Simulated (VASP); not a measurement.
# ZnS (F-43m) in VASP: further runs, part 3 of 3

VASP 6.6.1.

## 6. Electric field gradients, PBEsol (volume scaled by 1.06)

Contents of INCAR:

```
SYSTEM = ZnS
PREC     = Accurate       ! precision mode
ENCUT    = 520            ! plane-wave cutoff, eV
EDIFF    = 1E-8           ! SCF threshold, eV
ISMEAR   = -1             ! smearing method
SIGMA    = 0.01           ! smearing width, eV
LREAL    = .FALSE.        ! projectors in reciprocal space
LASPH    = .TRUE.         ! aspherical terms in the spheres
NELM     = 80             ! most SCF steps
ALGO     = Normal         ! electronic algorithm
ISIF     = 2              ! what is computed and relaxed
LWAVE    = .FALSE.        ! write WAVECAR
LCHARG   = .FALSE.        ! write CHGCAR
GGA      = PS             ! functional
LEFG     = .TRUE.       
NBANDS   = 16             ! bands
```

Contents of KPOINTS:

```
Automatic mesh
0
G
  9 9 9
  0 0 0
```

Contents of POSCAR:

```
ZnS
1.0
    0.0000000000      2.7576958202      2.7576958202
    2.7576958202      0.0000000000      2.7576958202
    2.7576958202      2.7576958202      0.0000000000
Zn S
1 1
Direct
    0.0000000000      0.0000000000      0.0000000000
    0.7500000000      0.7500000000      0.7500000000
```

Potentials or basis: VASP PAW PBE potentials, release 64 (Zn, S).

Started as:

```bash
$ cat potpaw_PBE.64/Zn/POTCAR potpaw_PBE.64/S/POTCAR > POTCAR
$ mpirun -np 1 vasp_std > vasp.out
```

OUTCAR:

```text
SYSTEM = ZnS
   PREC = Accurate
   ENCUT = 520
   EDIFF = 1E-8
   ISMEAR = -1
   LREAL = .FALSE.
   LASPH = .TRUE.
   NELM = 80
   ISIF = 2
   GGA = PS

 ion  position               nearest neighbor table
   1  0.000  0.000  0.000-   2 2.39   2 2.39   2 2.39   2 2.39
   2  0.750  0.750  0.750-   1 2.39   1 2.39   1 2.39   1 2.39

  LATTYP: Found a face centered cubic cell.
 ALAT       =     5.5153916404

  Lattice vectors:

 A1 = (   0.0000000000,   2.7576958202,   2.7576958202)
 A2 = (   2.7576958202,   0.0000000000,   2.7576958202)
 A3 = (   2.7576958202,   2.7576958202,   0.0000000000)

Analysis of symmetry for initial positions (statically):
=====================================================================
 Subroutine PRICEL returns:
 Original cell was already a primitive cell.

 Routine SETGRP: Setting up the symmetry group for a
 face centered cubic supercell.

 Subroutine GETGRP returns: Found 24 space group operations
 (whereof 24 operations were pure point group operations)
 out of a pool of 48 trial point group operations.

The static configuration has the point symmetry T_d .

Analysis of symmetry for dynamics (positions and initial velocities):
=====================================================================
 Subroutine PRICEL returns:
 Original cell was already a primitive cell.

 Routine SETGRP: Setting up the symmetry group for a
 face centered cubic supercell.

 Subroutine GETGRP returns: Found 24 space group operations
 (whereof 24 operations were pure point group operations)
 out of a pool of 48 trial point group operations.

The dynamic configuration has the point symmetry T_d .

 Subroutine INISYM returns: Found 24 space group operations
 (whereof 24 operations are pure point group operations),
 and found     1 'primitive' translations

----------------------------------------------------------------------------------------

                                     Primitive cell

  volume of cell :      41.9439

  direct lattice vectors                    reciprocal lattice vectors
     0.000000000  2.757695820  2.757695820    -0.181310787  0.181310787  0.181310787
     2.757695820  0.000000000  2.757695820     0.181310787 -0.181310787  0.181310787
     2.757695820  2.757695820  0.000000000     0.181310787  0.181310787 -0.181310787

  length of vectors
     3.899970830  3.899970830  3.899970830     0.314039495  0.314039495  0.314039495

  position of ions in fractional coordinates (direct lattice)
     0.000000000  0.000000000  0.000000000
     0.750000000  0.750000000  0.750000000

  ion indices of the primitive-cell ions
   primitive index   ion index
                 1           1
                 2           2

----------------------------------------------------------------------------------------

 KPOINTS: Automatic mesh

Automatic generation of k-mesh.
 Grid dimensions read from file:
 generate k-points for:    9    9    9

 Generating k-lattice:

  Cartesian coordinates                     Fractional coordinates (reciprocal lattice)
    -0.020145643  0.020145643  0.020145643     0.111111111  0.000000000  0.000000000
[... 65 lines left out ...]
   ISIF   =      2    stress and relaxation
   ISYM   =      2    0-nonsym 1-usesym 2-fastsym
   POTIM  = 0.5000    time-step for ionic-motion
   TEBEG  =    0.0;   TEEND  =   0.0 temperature during run
   PSTRESS=    0.0 pullay stress
   NELECT =      18.0000    total number of electrons
   NUPDOWN=      -1.0000    fix difference up-down
   EMIN   =  10.00;   EMAX   =-10.00  energy-range for DOS
   EFERMI =   0.00;   METHOD = LEGACY
   ISMEAR =    -1;   SIGMA  =   0.01  broadening in eV -4-tet -1-fermi 0-gaus
   EFERMI_NEDOS =   21; number of points for ismear=-14 and -15
   IALGO  =     38    algorithm
   IMIX   =      4    mixing-type and parameters
     AMIX     =   0.40;   BMIX     =  1.00
     AMIX_MAG =   1.60;   BMIX_MAG =  1.00
  volume/ion in A,a.u.               =      20.97       141.53
  Fermi-wavevector in a.u.,A,eV,Ry     =   1.234836  2.333502 20.746437  1.524820
  Thomas-Fermi vector in A             =   2.369510
   LORBIT       =      0    0 simple, 1 ext, 2 COOP (PROOUT), +10 PAW based schemes
   GGA     = PS    functional components
   LHFCALC =     F    Hartree Fock is set to
   AEXX    =    0.0000 exact exchange contribution
   IVDW    =     0    specifies the selected vdW correction
   LEPSILON=     F    determine dielectric tensor
   LRPA    =     F    only Hartree local field effects (RPA)
 non-spin polarized calculation
  energy-cutoff  :      520.00
  volume of cell :       41.94
 maximum number of plane-waves:      1147
 NGX is ok and might be reduce to    30
   NGX = 15   NGY = 15   NGZ = 15

 number of electron      17.9999992 magnetization

 Free energy of the ion-electron system (eV)
  ---------------------------------------------------
  ext. energy  EPLUGINS =         0.00000000
  ---------------------------------------------------
  free energy    TOTEN  =        -7.52551827 eV

  energy without entropy =       -7.52551827  energy(sigma->0) =       -7.52551827

 E-fermi :   1.6830     XC(G=0):  -9.5653

 val. band max:        1.4628414185   @ k =   0.0000   0.0000   0.0000
 cond. band min:       3.1823153312   @ k =   0.0000   0.0000   0.0000
 fundamental gap:      1.7194739127
 Fermi energy:         1.6829957518

 k-point     1 :       0.0000    0.0000    0.0000
  band No.  band energies     occupation
      1     -11.2820      2.00000
      2      -4.6806      2.00000
      3      -4.6806      2.00000
      4      -4.6806      2.00000
      5      -4.2506      2.00000
      6      -4.2506      2.00000
[... 433 lines left out ...]
      3      -4.3950      2.00000
      4      -4.3950      2.00000
      5      -4.1882      2.00000
      6      -4.1064      2.00000
[... 8 lines left out ...]
     15      14.9991      0.00000
     16      16.1818      0.00000

 [... further k-points ...]
[... 5 lines left out ...]
  --------------------------------------------------------------------------------------
  -------------------------------------------------------------------------------------
  Total       -1.4506959     -1.4506959     -1.4506959     -0.0000000      0.0000000     -0.0000000
  in kB      -55.4137940    -55.4137940    -55.4137940     -0.0000000      0.0000000     -0.0000000
  external PRESSURE =     -55.4137940 kB  Pullay stress =       0.0000000 kB

 VOLUME and BASIS-vectors are now :
 -----------------------------------------------------------------------------
  energy-cutoff  :      520.00
  volume of cell :       41.94
      direct lattice vectors                 reciprocal lattice vectors
     0.000000000  2.757695820  2.757695820    -0.181310787  0.181310787  0.181310787
     2.757695820  0.000000000  2.757695820     0.181310787 -0.181310787  0.181310787
     2.757695820  2.757695820  0.000000000     0.181310787  0.181310787 -0.181310787

 POSITION                                       TOTAL-FORCE (eV/Angst)
 -----------------------------------------------------------------------------------
      0.00000      0.00000      0.00000        -0.000000      0.000000      0.000000
      4.13654      4.13654      4.13654         0.000000     -0.000000     -0.000000
 -----------------------------------------------------------------------------------
    total drift:                               -0.000000     -0.000000     -0.000000

  FREE ENERGIE OF THE ION-ELECTRON SYSTEM (eV)
  ---------------------------------------------------
  free  energy   TOTEN  =        -7.5255182672 eV

  energy  without entropy=       -7.5255182672  energy(sigma->0) =       -7.52551827

 Electric field gradients (V/A^2)
---------------------------------------------------------------------
 ion       V_xx      V_yy      V_zz      V_xy      V_xz      V_yz
---------------------------------------------------------------------
   1      -0.000    -0.000    -0.000     0.005     0.005     0.005
   2       0.000     0.000    -0.000    -0.000    -0.000    -0.000
---------------------------------------------------------------------

 Electric field gradients after diagonalization (V/A^2)
 (convention: |V_zz| > |V_xx| > |V_yy|)
----------------------------------------------------------------------
 ion       V_xx      V_yy      V_zz     asymmetry (V_yy - V_xx)/ V_zz
----------------------------------------------------------------------
   1      -0.005    -0.005     0.010       0.000
   2       0.000     0.000    -0.001       0.000
----------------------------------------------------------------------

           NMR quadrupolar parameters

 Cq : quadrupolar parameter    Cq=e*Q*V_zz/h
 eta: asymmetry parameters     (V_yy - V_xx)/ V_zz
 Q  : nuclear electric quadrupole moment in mb (millibarn)
----------------------------------------------------------------------
 ion       Cq(MHz)       eta       Q (mb)
----------------------------------------------------------------------
   1       0.000       0.000       1.000
   2      -0.000       0.000       1.000
----------------------------------------------------------------------
```

Wall time 39 s (1 thread of Intel Xeon 6975P-C, shared host); peak memory 0.17 GiB.

Results:

```
Free energy            : -7.5255 eV
Pressure               : -5.5 GPa
Band gap on the k mesh : 1.72 eV, direct
```

Caveat: the cell differs from its parent crystal (volume scaled by 1.06); without QUAD_EFG the Cq values of the log hold for a quadrupole moment of 1 mb, not for the nuclei; the PAW data sets were made with another functional, which shifts forces and pressure a little.

## 7. Density of states, PBEsol

This run uses another cell than the first one, of 19.78 Å³/atom, 1.010 times its volume.

Contents of POSCAR:

```
ZnS
1.0
    0.0000000000      2.7046500000      2.7046500000
    2.7046500000      0.0000000000      2.7046500000
    2.7046500000      2.7046500000      0.0000000000
Zn S
1 1
Direct
    0.0000000000      0.0000000000      0.0000000000
    0.7500000000      0.7500000000      0.7500000000
```

Contents of INCAR.step1:

```
SYSTEM = ZnS
ALGO = Normal ; EDIFF = 1E-7
ENCUT = 520 ; GGA = PS
ISIF = 2 ; ISMEAR = -1
LASPH = .TRUE. ; LCHARG = .TRUE.
LREAL = .FALSE. ; LWAVE = .FALSE.
NBANDS = 16 ; NELM = 100
PREC = Accurate ; SIGMA = 0.01
```

Contents of KPOINTS.step1:

```
k-points
0
G
  9 9 9
  0 0 0
```

Contents of INCAR.step2:

```
SYSTEM = ZnS
ALGO = Normal ; EDIFF = 1E-7
ENCUT = 520 ; GGA = PS
ICHARG = 11 ; ISIF = 2
ISMEAR = -5 ; LASPH = .TRUE.
LCHARG = .FALSE. ; LORBIT = 11
LREAL = .FALSE. ; LWAVE = .FALSE.
NBANDS = 16 ; NEDOS = 2001
NELM = 100 ; PREC = Accurate
SIGMA = 0.01
```

Contents of KPOINTS.step2:

```
k-points
0
G
  14 14 14
  0 0 0
```

Started as:

```bash
$ cat potpaw_PBE.64/Zn/POTCAR potpaw_PBE.64/S/POTCAR > POTCAR
$ cp INCAR.step1 INCAR
$ cp KPOINTS.step1 KPOINTS
$ mpirun -np 1 vasp_std > vasp.out
$ cp INCAR.step2 INCAR
$ cp KPOINTS.step2 KPOINTS
$ mpirun -np 1 vasp_std > vasp.out
```

Wall time 59 s (1 thread of Intel Xeon 6975P-C, shared host); peak memory 0.19 GiB.

Results (log left out):

| Property | Result |
| --- | --- |
| Valence electrons inside the program's atomic spheres | Zn 10.80; S 3.72 |

Levels at points of the mesh, in eV from the valence-band top:
```csv
k point,band 5,band 6,band 7,band 8,band 9,band 10,band 11,band 12,band 13,band 14
"(0.00, 0.00, 0.00)",-5.86,-5.86,0.00,0.00,0.00,1.97,6.31,6.31,6.31,11.62
"(0.50, 0.00, 0.00)",-5.83,-5.66,-5.34,-0.87,-0.87,3.19,6.83,6.83,8.69,11.94
"(0.50, 0.50, 0.00)",-5.79,-5.65,-4.60,-2.24,-2.24,3.25,3.97,10.81,11.86,11.86
```

Caveat: the PAW data sets were made with another functional, which shifts forces and pressure a little.

## 8. Overview

| task | cell | k mesh for the DOS | occupations for the DOS | gap on the mesh (eV) | pressure (GPa) |
| --- | --- | --- | --- | --- | --- |
| electric field gradients | a = 3.812 Å, angles 60.0°, 2 atoms | - | - | 2.01 | -1.3 |
| electric field gradients | a = 3.875 Å, angles 60.0°, 2 atoms | - | - | 1.80 | -4.5 |
| electric field gradients | a = 3.850 Å, angles 60.0°, 2 atoms | - | - | 1.88 | -3.3 |
| electric field gradients | a = 3.900 Å, angles 60.0°, 2 atoms | - | - | 1.72 | -5.5 |
| density of states | a = 3.825 Å, angles 60.0°, 2 atoms | 14 × 14 × 14 | tetrahedron | - | - |

Alike in all rows: level PBEsol; potentials or basis VASP PAW PBE potentials, release 64 (Zn, S); no spin polarisation; k mesh 9 × 9 × 9; cutoff (eV) 520; smearing fermi-dirac 0.01 eV.

Caveats: the PAW data sets were made with another functional, which shifts forces and pressure a little.

Absolute energies hang on the potentials; compare differences alone.
